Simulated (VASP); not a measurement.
Input of a VASP 6.6.1 run:

INCAR

```
  PREC = Accurate
  ENCUT = 520
  EDIFF = 1E-8
  ISMEAR = -1
  SIGMA = 0.02
  LREAL = F
  LASPH = T
  NELM = 150
  ALGO = Normal
  ISIF = 2
  LWAVE = F
  LCHARG = F
  MAGMOM = 0 0 0 0 0 0 0 0 0 0 0 0
  LORBIT = 11
  LSORBIT = T
  GGA_COMPAT = F
  LORBMOM = T
  GGA = PS
  LEFG = T
  NBANDS = 34
```

KPOINTS

```
regular mesh
0
Gamma
  7 7 4
```

POSCAR

```
LiF
1.0
    3.0609398175      0.0000000000      0.0000000000
   -1.5304699087      2.6508516414      0.0000000000
    0.0000000000      0.0000000000      4.8073245700
Li F
2 2
Direct
    0.3333333333      0.6666666667      0.3811542600
    0.6666666667      0.3333333333      0.8811542600
    0.3333333333      0.6666666667      0.9938437400
    0.6666666667      0.3333333333      0.4938437400
```

Potentials or basis: VASP PAW PBE potentials, release 64 (Li_sv, F).

The run is started by

```sh
$ cat potpaw_PBE.64/Li_sv/POTCAR potpaw_PBE.64/F/POTCAR > POTCAR
$ mpirun -np 1 vasp_ncl > vasp.out
```

(1) Predict the net moment.

## Answers

(1) 0.00 μB per cell.

Caveat: without QUAD_EFG the Cq values of the log hold for a quadrupole moment of 1 mb, not for the nuclei.
